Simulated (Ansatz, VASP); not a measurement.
## NbPdSe4: VASP beside Ansatz

```xyz
6
Lattice="4.0482 0.0000 0.0000 -2.0241 3.5059 0.0000 0.0000 0.0000 8.4155" Properties=species:S:1:pos:R:3 pbc="T T T"
Nb    0.0000    0.0000    0.0000
Pd    0.0000    0.0000    4.2077
Se    0.0000    2.3373    6.2550
Se    0.0000    2.3373    2.1605
Se    2.0241    1.1686    6.2550
Se    2.0241    1.1686    2.1605
```

Change from the starting cell: species swapped into the TiVB4 type (P6/mmm, No. 191).

Alike in both runs: task single point; functional PBE; k mesh 6 × 6 × 2; occupations gaussian, width 0.1 eV; no spin polarisation.

|  | VASP | Ansatz |
| --- | --- | --- |
| version | VASP 6.6.1 | Ansatz 0.2.0 |
| potentials or method | VASP PAW PBE potentials, release 64 (Nb_sv, Pd, Se), cutoff 520 eV | scalar-relativistic, plane waves, PAW |
| valence electrons in the cell | 47 | 95 |

|  | VASP | Ansatz | Ansatz less VASP |
| --- | --- | --- | --- |
| gap on the k mesh at the Fermi level (eV) | none | none | - |
| pressure (GPa) | 14.2 | 14.0 | -0.16 |
| traceless stress, the component that is largest in VASP (GPa) | -25.26 | -25.09 | +0.164 |
| rms of the force components (eV/Å) | 0.323 | 0.324 | +0.0010 |

Atom by atom the forces differ by 0.001 eV/Å (rms over components). A gap of «none» marks a metal or a gap that the smearing closes. VASP's potentials hold 47 valence electrons a cell and Ansatz's 95, so a difference there can come from the potentials and not from the codes.

The k mesh is coarse, so the values compare programs but aren't converged.
